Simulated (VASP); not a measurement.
# PbO (P4/nmm) in VASP: a series of runs

Runs on PbO. Level: LDA. Tasks: electric field gradients.

Everything below comes from runs of VASP 6.6.1. Logs are shortened: lines on timing, memory, paths and dates and some standing lists are left out, and cuts for length are marked.

**1. The cell of the first run**

It takes space group P4/nmm (No. 129, tetragonal). Conventional cell: a = 3.974 Å, b = 3.974 Å, c = 4.922 Å, α = 90.00°, β = 90.00°, γ = 90.00°. Pb (site symmetry 4mm) has 4 O at 2.30 Å within 3.0 Å. O (site symmetry -4m2) has 4 Pb at 2.30 Å and 4 O at 2.81 Å within 3.0 Å.

**2. Electric field gradients, LDA (zz strain of -2 %)**

INCAR

```
SYSTEM = PbO
  PREC = Accurate
  ENCUT = 520
  EDIFF = 1E-8
  ISMEAR = -1
  SIGMA = 0.03
  LREAL = .False.
  LASPH = .True.
  NELM = 80
  ALGO = Normal
  ISIF = 2
  LWAVE = .False.
  LCHARG = .False.
  LEFG = .True.
  NBANDS = 28
```

KPOINTS

```
Automatic mesh
0
Gamma
  7 7 6
  0 0 0
```

POSCAR

```
PbO
1.0
    3.9744000000      0.0000000000      0.0000000000
    0.0000000000      3.9744000000      0.0000000000
    0.0000000000      0.0000000000      4.9215600000
Pb O
2 2
Direct
    0.0000000000      0.5000000000      0.2351000000
    0.5000000000      0.0000000000      0.7649000000
    0.0000000000      0.0000000000      0.0000000000
    0.5000000000      0.5000000000      0.0000000000
```

Potentials or basis: VASP PAW LDA potentials, release 64 (Pb_d, O).

Command:

```
$ cat potpaw_LDA.64/Pb_d/POTCAR potpaw_LDA.64/O/POTCAR > POTCAR
$ mpirun -np 1 vasp_std > vasp.out
```

OUTCAR:

```text
SYSTEM = PbO
   PREC = Accurate
   ENCUT = 520
   EDIFF = 1E-8
   ISMEAR = -1
   LREAL = .False.
   LASPH = .True.
   NELM = 80
   ISIF = 2

 ion  position               nearest neighbor table
   1  0.000  0.500  0.235-   3 2.30   4 2.30   3 2.30   4 2.30   2 3.64   2 3.64   2 3.64   2 3.64
                             2 3.83   2 3.83   2 3.83   2 3.83
   2  0.500  0.000  0.765-   3 2.30   4 2.30   4 2.30   3 2.30   1 3.64   1 3.64   1 3.64   1 3.64
                             1 3.83   1 3.83   1 3.83   1 3.83
   3  0.000  0.000  0.000-   1 2.30   2 2.30   1 2.30   2 2.30
   4  0.500  0.500  0.000-   1 2.30   2 2.30   2 2.30   1 2.30

  LATTYP: Found a simple tetragonal cell.
 ALAT       =     3.9744000000
 C/A-ratio  =     1.2383152174

  Lattice vectors:

 A1 = (   3.9744000000,   0.0000000000,   0.0000000000)
 A2 = (   0.0000000000,   3.9744000000,   0.0000000000)
 A3 = (   0.0000000000,   0.0000000000,   4.9215600000)

Analysis of symmetry for initial positions (statically):
=====================================================================
 Subroutine PRICEL returns:
 Original cell was already a primitive cell.

 Routine SETGRP: Setting up the symmetry group for a
 simple tetragonal supercell.

 Subroutine GETGRP returns: Found 16 space group operations
 (whereof  8 operations were pure point group operations)
 out of a pool of 16 trial point group operations.

The static configuration has the point symmetry D_2d.
 The point group associated with its full space group is D_4h.

Analysis of symmetry for dynamics (positions and initial velocities):
=====================================================================
 Subroutine PRICEL returns:
 Original cell was already a primitive cell.

 Routine SETGRP: Setting up the symmetry group for a
 simple tetragonal supercell.

 Subroutine GETGRP returns: Found 16 space group operations
 (whereof  8 operations were pure point group operations)
 out of a pool of 16 trial point group operations.

The dynamic configuration has the point symmetry D_2d.
 The point group associated with its full space group is D_4h.

 Subroutine INISYM returns: Found 16 space group operations
 (whereof  8 operations are pure point group operations),
 and found     1 'primitive' translations

----------------------------------------------------------------------------------------

                                     Primitive cell

  volume of cell :      77.7402

  direct lattice vectors                    reciprocal lattice vectors
[... 135 lines left out ...]
  free energy    TOTEN  =       -24.39562255 eV

  energy without entropy =      -24.39562255  energy(sigma->0) =      -24.39562255

 E-fermi :   5.6554     XC(G=0): -10.4049

 val. band max:        5.0553661625   @ k =   0.1429   0.0000   0.0000
 cond. band min:       6.5170038908   @ k =   0.4286   0.4286   0.0000
 fundamental gap:      1.4616377283
 Fermi energy:         5.6553577348

 k-point     1 :       0.0000    0.0000    0.0000
  band No.  band energies     occupation
      1     -13.2942      2.00000
      2     -12.7574      2.00000
      3     -10.9160      2.00000
      4     -10.9160      2.00000
      5     -10.8418      2.00000
      6     -10.8138      2.00000
[... 733 lines left out ...]
     27      14.4154      0.00000
     28      15.1427      0.00000

 [... further k-points ...]
[... 5 lines left out ...]
  --------------------------------------------------------------------------------------
  -------------------------------------------------------------------------------------
  Total       -0.2179650     -0.2179650      0.2942048      0.0000000     -0.0000000      0.0000000
  in kB       -4.4921204     -4.4921204      6.0633740      0.0000000     -0.0000000      0.0000000
  external PRESSURE =      -0.9736222 kB  Pullay stress =       0.0000000 kB

 VOLUME and BASIS-vectors are now :
 -----------------------------------------------------------------------------
  energy-cutoff  :      520.00
  volume of cell :       77.74
      direct lattice vectors                 reciprocal lattice vectors
     3.974400000  0.000000000  0.000000000     0.251610306  0.000000000  0.000000000
     0.000000000  3.974400000  0.000000000     0.000000000  0.251610306  0.000000000
     0.000000000  0.000000000  4.921560000     0.000000000  0.000000000  0.203187607

 POSITION                                       TOTAL-FORCE (eV/Angst)
 -----------------------------------------------------------------------------------
      0.00000      1.98720      1.15706         0.000000      0.000000      0.260674
      1.98720      0.00000      3.76450         0.000000      0.000000     -0.260674
      0.00000      0.00000      0.00000         0.000000      0.000000      0.000000
      1.98720      1.98720      0.00000         0.000000     -0.000000      0.000000
 -----------------------------------------------------------------------------------
    total drift:                                0.000000      0.000000     -0.000000

  FREE ENERGIE OF THE ION-ELECTRON SYSTEM (eV)
  ---------------------------------------------------
  free  energy   TOTEN  =       -24.3956225502 eV

  energy  without entropy=      -24.3956225501  energy(sigma->0) =      -24.39562255

 Electric field gradients (V/A^2)
---------------------------------------------------------------------
 ion       V_xx      V_yy      V_zz      V_xy      V_xz      V_yz
---------------------------------------------------------------------
   1     108.900   108.900  -217.801     0.000     0.000    -0.000
   2     108.900   108.900  -217.801     0.000     0.000     0.000
   3       3.755     3.755    -7.511     0.000    -0.000     0.000
   4       3.755     3.755    -7.511    -0.000     0.000    -0.000
---------------------------------------------------------------------

 Electric field gradients after diagonalization (V/A^2)
 (convention: |V_zz| > |V_xx| > |V_yy|)
----------------------------------------------------------------------
 ion       V_xx      V_yy      V_zz     asymmetry (V_yy - V_xx)/ V_zz
----------------------------------------------------------------------
   1     108.900   108.900  -217.801       0.000
   2     108.900   108.900  -217.801       0.000
   3       3.755     3.755    -7.511       0.000
   4       3.755     3.755    -7.511       0.000
----------------------------------------------------------------------

           NMR quadrupolar parameters

 Cq : quadrupolar parameter    Cq=e*Q*V_zz/h
 eta: asymmetry parameters     (V_yy - V_xx)/ V_zz
 Q  : nuclear electric quadrupole moment in mb (millibarn)
----------------------------------------------------------------------
 ion       Cq(MHz)       eta       Q (mb)
----------------------------------------------------------------------
   1      -0.527       0.000       1.000
   2      -0.527       0.000       1.000
   3      -0.018       0.000       1.000
   4      -0.018       0.000       1.000
----------------------------------------------------------------------
```

OSZICAR:

```text
N       E                     dE             d eps       ncg     rms          rms(c)
DAV:   1     0.465116720699E+03    0.46512E+03   -0.19742E+04  2240   0.171E+03
DAV:   2     0.327111287573E+02   -0.43241E+03   -0.41457E+03  2300   0.453E+02
DAV:   3    -0.260019499545E+02   -0.58713E+02   -0.57282E+02  2840   0.183E+02
DAV:   4    -0.286768397996E+02   -0.26749E+01   -0.26636E+01  2600   0.400E+01
DAV:   5    -0.287618209103E+02   -0.84981E-01   -0.84971E-01  2548   0.773E+00    0.119E+01
DAV:   6    -0.246635769870E+02    0.40982E+01   -0.22976E+01  3332   0.395E+01    0.523E+00
DAV:   7    -0.244621723906E+02    0.20140E+00   -0.27306E+00  2820   0.118E+01    0.239E+00
DAV:   8    -0.244085546966E+02    0.53618E-01   -0.55363E-01  2452   0.473E+00    0.811E-01
DAV:   9    -0.243950955305E+02    0.13459E-01   -0.61337E-02  3624   0.207E+00    0.219E-01
DAV:  10    -0.243959526269E+02   -0.85710E-03   -0.10913E-02  2680   0.727E-01    0.921E-02
DAV:  11    -0.243956618510E+02    0.29078E-03   -0.19575E-03  3896   0.368E-01    0.539E-02
DAV:  12    -0.243956359027E+02    0.25948E-04   -0.17287E-04  3208   0.114E-01    0.337E-02
DAV:  13    -0.243956228730E+02    0.13030E-04   -0.72664E-05  3272   0.620E-02    0.451E-03
DAV:  14    -0.243956227963E+02    0.76783E-07   -0.49103E-06  3412   0.263E-02    0.393E-03
DAV:  15    -0.243956225664E+02    0.22983E-06   -0.13553E-06  3420   0.117E-02    0.121E-03
DAV:  16    -0.243956225502E+02    0.16254E-07   -0.15553E-07  3180   0.318E-03    0.326E-04
DAV:  17    -0.243956225502E+02    0.12733E-10   -0.11599E-08  1224   0.690E-04
   1 F= -.24395623E+02 E0= -.24395623E+02  d E =-.593531E-10
```

Run time: 2.3 min. Hardware: 1 thread of AMD EPYC 7R43 (Zen 3), shared host; peak memory 0.16 GiB.

Results:

```yaml
Free_energy: -24.3956 eV
Pressure: -0.1 GPa
Largest_force: 0.261 eV/Å
Band_gap_on_the_k_mesh: 1.46 eV, indirect (least direct gap 2.22 eV)
```

Forces in eV/Å, atoms in the order of the input:
```
Pb   0.000  0.000  0.261
Pb   0.000  0.000 -0.261
O    0.000  0.000  0.000
O    0.000  0.000  0.000
```

Stress tensor (GPa, compression positive):
```
-0.45  0.00  0.00
 0.00 -0.45  0.00
 0.00  0.00  0.61
```

Levels at points of the mesh, in eV from the valence-band top:
| k point | band 18 | band 19 | band 20 | band 21 | band 22 | band 23 |
| --- | --- | --- | --- | --- | --- | --- |
| (0.00, 0.00, 0.00) | -1.84 | -1.78 | -0.04 | 2.35 | 5.39 | 5.68 |
| (0.00, 0.00, 0.50) | -1.87 | -1.82 | -0.87 | 1.71 | 3.95 | 3.95 |

Electric field gradients, principal values (V/Å²):
```tsv
atom	least	middle	greatest (by size)
1 Pb	108.900	108.900	-217.801
2 Pb	108.900	108.900	-217.801
3 O	3.755	3.755	-7.511
4 O	3.755	3.755	-7.511
```

Caveat: the cell differs from its parent crystal (zz strain of -2 %); without QUAD_EFG the Cq values of the log hold for a quadrupole moment of 1 mb, not for the nuclei; spin-orbit coupling is left out, which moves the levels of the heavy elements. A k mesh can miss the band edges.

(Part 1 of 3 ends here.)
